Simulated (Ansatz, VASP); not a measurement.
## One calculation of Nb, two programs

```xyz
2
Lattice="0.0000 2.9030 2.9030 2.9030 0.0000 2.9030 2.9030 2.9030 0.0000" Properties=species:S:1:pos:R:3 pbc="T T T"
Nb    0.0000    0.0000    0.0000
Nb    1.4515    1.4515    1.4515
```

Alike in both runs: functional PBEsol; k mesh 16 × 16 × 16; occupations gaussian, width 0.1 eV; no spin polarisation.

Ansatz relaxed the structure, and its values are those at the end. VASP's run is a single point on that final structure, the one shown.

|  | VASP | Ansatz |
| --- | --- | --- |
| version | VASP 6.6.1 | Ansatz 0.2.0 |
| potentials or method | VASP PAW PBE potentials, release 64 (Nb_sv), cutoff 500 eV | scalar-relativistic, plane waves, PAW |
| valence electrons in the cell | 26 | 26 |

```tsv
	VASP	Ansatz	Ansatz less VASP
gap on the k mesh at the Fermi level (eV)	none	none	-
pressure (GPa)	0.0	0.0	0.00
```

VASP's potentials were made for PBE, not for PBEsol. A gap of «none» marks a metal or a gap that the smearing closes.
